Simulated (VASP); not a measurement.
Write the native input for VASP 6.6.1 that does the following.

| Item | Value |
| --- | --- |
| Task | single point |
| Functional | PBE |
| Potentials or basis | VASP PAW PBE potentials, release 64 (Au) |
| Cutoff | 520 eV |
| k mesh | 16 × 16 × 14 |
| Occupations | fermi-dirac, width 0.08 eV |
| Spin | no spin polarisation |
| Dipole correction | no |
| Further INCAR settings | ALGO = Normal; EDIFF = 1e-06; NBANDS = 12 |

The structure of Au lies in POSCAR:

```
Au
1.0
    2.8170632050      0.0000000000      0.0000000000
   -1.4085316025      2.4396482996      0.0000000000
    0.0000000000      0.0000000000      2.7980296877
Au
1
Direct
    0.0000000000      0.0000000000      0.0000000000
```

The input as run:

INCAR

```
SYSTEM = Au
PREC = Accurate
ENCUT = 520
EDIFF = 1E-6
ISMEAR = -1
SIGMA = 0.08
LREAL = .FALSE.
LASPH = .TRUE.
NELM = 100
ALGO = Normal
ISIF = 2
LWAVE = .FALSE.
LCHARG = .FALSE.
GGA = PE
NBANDS = 12
```

KPOINTS

```
Automatic mesh
0
G
  16 16 14
  0 0 0
```

Potentials or basis: VASP PAW PBE potentials, release 64 (Au).

The run is started by

```sh
$ cat potpaw_PBE.64/Au/POTCAR > POTCAR
$ mpirun -np 1 vasp_std > vasp.out
```

It gave:

- Pressure: 0.7 GPa

It took 13 s on 1 thread of Intel(R) Xeon(R) 6975P-C (Granite Rapids), with other jobs on the host, peak memory 0.18 GiB.
